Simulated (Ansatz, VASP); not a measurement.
One calculation of Mg4Se3O, two programs

Contents of INCAR:

```
SYSTEM = Mg4Se3O
ALGO = Normal
EDIFF = 1E-6
ENCUT = 520
GGA = PE
ISIF = 2
ISMEAR = 0
LASPH = .TRUE.
LCHARG = .FALSE.
LREAL = .FALSE.
LWAVE = .FALSE.
NBANDS = 26
NELM = 60
PREC = Accurate
SIGMA = 0.01
```

The input KPOINTS:

```
k-points
0
G
  6 6 6
  0 0 0
```

Contents of POSCAR:

```
Mg4Se3O
1.0
   -2.7818278208      2.7818278208      5.3835219728
    2.7818278208     -2.7818278208      5.3835219728
    2.7818278208      2.7818278208     -5.3835219728
O Mg Se
1 4 3
Direct
    0.0000000000      0.0000000000      0.0000000000
    0.6838674930      0.6838674930      0.5833200473
    0.8994525543      0.3161325070      0.0000000000
    0.1005474457      0.1005474457      0.4166799527
    0.3161325070      0.8994525543      0.0000000000
    0.2500000000      0.7500000000      0.5000000000
    0.5000000000      0.5000000000      0.0000000000
    0.7500000000      0.2500000000      0.5000000000
```

Input for Ansatz:

```yaml
crystal:
  lattice:
    - [-2.7818278208, 2.7818278208, 5.3835219728]
    - [2.7818278208, -2.7818278208, 5.3835219728]
    - [2.7818278208, 2.7818278208, -5.3835219728]
  atoms:
    - { symbol: O, position: [0.0, 0.0, 0.0] }
    - { symbol: Mg, position: [0.683867493, 0.683867493, 0.5833200473] }
    - { symbol: Se, position: [0.25, 0.75, 0.5] }
    - { symbol: Mg, position: [0.8994525543, 0.316132507, 0.0] }
    - { symbol: Se, position: [0.5, 0.5, 0.0] }
    - { symbol: Mg, position: [0.1005474457, 0.1005474457, 0.4166799527] }
    - { symbol: Se, position: [0.75, 0.25, 0.5] }
    - { symbol: Mg, position: [0.316132507, 0.8994525543, 0.0] }
kpoints:
  mp_grid: { grid: [6, 6, 6] }
hamiltonian:
  xc: pbe
scf:
  occupations: { method: fixed }
  n_extra_bands: 6
output:
  forces: true
  stress: true
  eigenvalues: true
```

Alike in both runs: task single point; functional PBE; k mesh 6 × 6 × 6; no spin polarisation.

```csv
,VASP,Ansatz
version,VASP 6.6.1,Ansatz 0.2.0
potentials or method,"VASP PAW PBE potentials, release 64 (O, Mg, Se)","plane waves, PAW"
plane-wave cutoff (eV),520,420
occupations,"gaussian, width 0.01 eV",fixed
valence electrons in the cell,32,94
```

|  | VASP | Ansatz | Ansatz less VASP |
| --- | --- | --- | --- |
| gap on the k mesh at the Fermi level (eV) | 1.81 | 1.81 | +0.009 |
| pressure (GPa) | 3.9 | 4.0 | +0.09 |
| rms of the force components (eV/Å) | 0.013 | 0.011 | -0.0013 |

VASP's potentials hold 32 valence electrons a cell and Ansatz's 94, so a difference there can come from the potentials and not from the codes.
